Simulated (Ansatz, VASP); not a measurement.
## GaN in VASP and in Ansatz

INCAR

```
SYSTEM = GaN
PREC = Accurate
ENCUT = 520
EDIFF = 1E-6
ISMEAR = 0
SIGMA = 0.05
LREAL = .FALSE.
LASPH = .TRUE.
NELM = 80
ALGO = Normal
ISIF = 2
LWAVE = .FALSE.
LCHARG = .TRUE.
GGA = PE
LELF = .TRUE.
LVHAR = .TRUE.
NBANDS = 66
```

Contents of KPOINTS:

```
Automatic mesh
0
G
  6 8 3
  0 0 0
```

File POSCAR:

```
GaN
1.0
    4.5070012150      0.0000000000      0.0000000000
    0.0000000000      2.2535006075     -2.2535006075
    0.0000000000      6.7605018225      6.7605018225
Ga N
6 6
Direct
    0.0000000000      0.0000000000      0.0000000000
    0.5000000000      0.5000000000      0.1666666667
    0.0000000000      0.0000000000      0.3333333333
    0.5000000000      0.5000000000      0.5000000000
    0.0000000000      0.0000000000      0.6666666667
    0.5000000000      0.5000000000      0.8333333333
    0.7500000000      0.0000000000      0.5000000000
    0.2500000000      0.5000000000      0.6666666667
    0.7500000000      0.0000000000      0.8333333333
    0.2500000000      0.5000000000      1.0000000000
    0.7500000000      0.0000000000      0.1666666667
    0.2500000000      0.5000000000      0.3333333333
```

Input for Ansatz:

```yaml
crystal:
  lattice:
    - [4.507001215, 0.0, 0.0]
    - [0.0, 2.2535006075, -2.2535006075]
    - [0.0, 6.7605018225, 6.7605018225]
  atoms:
    - { symbol: Ga, position: [0.0, 0.0, 0.0] }
    - { symbol: Ga, position: [0.5, 0.5, 0.1666666667] }
    - { symbol: Ga, position: [0.0, 0.0, 0.3333333333] }
    - { symbol: Ga, position: [0.5, 0.5, 0.5] }
    - { symbol: Ga, position: [0.0, 0.0, 0.6666666667] }
    - { symbol: Ga, position: [0.5, 0.5, 0.8333333333] }
    - { symbol: "N", position: [0.75, 0.0, 0.5] }
    - { symbol: "N", position: [0.25, 0.5, 0.6666666667] }
    - { symbol: "N", position: [0.75, 0.0, 0.8333333333] }
    - { symbol: "N", position: [0.25, 0.5, 1.0] }
    - { symbol: "N", position: [0.75, 0.0, 0.1666666667] }
    - { symbol: "N", position: [0.25, 0.5, 0.3333333333] }
basis:
  ecutwfc: 420
kpoints:
  mp_grid: { grid: [6, 8, 3] }
hamiltonian:
  xc: pbe
scf:
  occupations: { method: gaussian, width: 0.05 }
output:
  forces: true
  stress: true
  eigenvalues: true
```

Alike in both runs: task single point; functional PBE; k mesh 6 × 8 × 3; occupations gaussian, width 0.05 eV; no spin polarisation.

|  | VASP | Ansatz |
| --- | --- | --- |
| version | VASP 6.6.1 | Ansatz 0.2.0 |
| potentials or method | VASP PAW PBE potentials, release 64 (Ga_d, N), cutoff 520 eV | scalar-relativistic, plane waves, PAW |
| valence electrons in the cell | 108 | 108 |

|  | VASP | Ansatz | Ansatz less VASP |
| --- | --- | --- | --- |
| gap on the k mesh at the Fermi level (eV) | 1.72 | 1.72 | -0.008 |
| least direct gap on the mesh (eV) | 1.72 | 1.72 | -0.008 |
| pressure (GPa) | 5.1 | 5.0 | -0.11 |
